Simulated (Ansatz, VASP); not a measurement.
**MgS in VASP and in Ansatz**

File INCAR:

```
SYSTEM = MgS
ALGO = Normal
EDIFF = 1E-6
ENCUT = 520
GGA = PS
ISIF = 2
ISMEAR = 0
LASPH = .True.
LCHARG = .True.
LELF = .True.
LREAL = .False.
LVHAR = .True.
LWAVE = .False.
NBANDS = 11
NELM = 100
PREC = Accurate
SIGMA = 0.05
```

File KPOINTS:

```
k-points
0
Gamma
  8 8 8
  0 0 0
```

The input POSCAR:

```
MgS
1.0
   -0.2746476550      2.4718288950      2.4718288950
    2.4718288950     -0.2746476550      2.4718288950
    2.4718288950      2.4718288950     -0.2746476550
Mg S
1 1
Direct
    0.0000000000      0.0000000000      0.0000000000
    0.5000000000      0.5000000000      0.5000000000
```

Input for Ansatz:

```yaml
crystal:
  lattice:
    - [-0.274647655, 2.471828895, 2.471828895]
    - [2.471828895, -0.274647655, 2.471828895]
    - [2.471828895, 2.471828895, -0.274647655]
  atoms:
    - { symbol: Mg, position: [0.0, 0.0, 0.0] }
    - { symbol: S, position: [0.5, 0.5, 0.5] }
basis:
  ecutwfc: 420
kpoints:
  mp_grid: { grid: [8, 8, 8] }
hamiltonian:
  xc: pbesol
scf:
  occupations: { method: gaussian, width: 0.05 }
output:
  forces: true
  stress: true
  eigenvalues: true
```

Alike in both runs: task single point; functional PBEsol; k mesh 8 × 8 × 8; occupations gaussian, width 0.05 eV; no spin polarisation.

|  | VASP | Ansatz |
| --- | --- | --- |
| version | VASP 6.6.1 | Ansatz 0.2.0 |
| potentials or method | VASP PAW PBE potentials, release 64 (Mg, S), cutoff 520 eV | scalar-relativistic, plane waves, PAW |
| valence electrons in the cell | 8 | 16 |

|  | VASP | Ansatz | Ansatz less VASP |
| --- | --- | --- | --- |
| gap on the k mesh at the Fermi level (eV) | 1.54 | 1.54 | -0.003 |
| least direct gap on the mesh (eV) | 2.43 | 2.43 | -0.001 |
| pressure (GPa) | -1.1 | -0.9 | +0.21 |
| traceless stress, the component that is largest in VASP (GPa) | 4.62 | 4.61 | -0.011 |

VASP's potentials were made for PBE, not for PBEsol. VASP's potentials hold 8 valence electrons a cell and Ansatz's 16, so a difference there can come from the potentials and not from the codes.
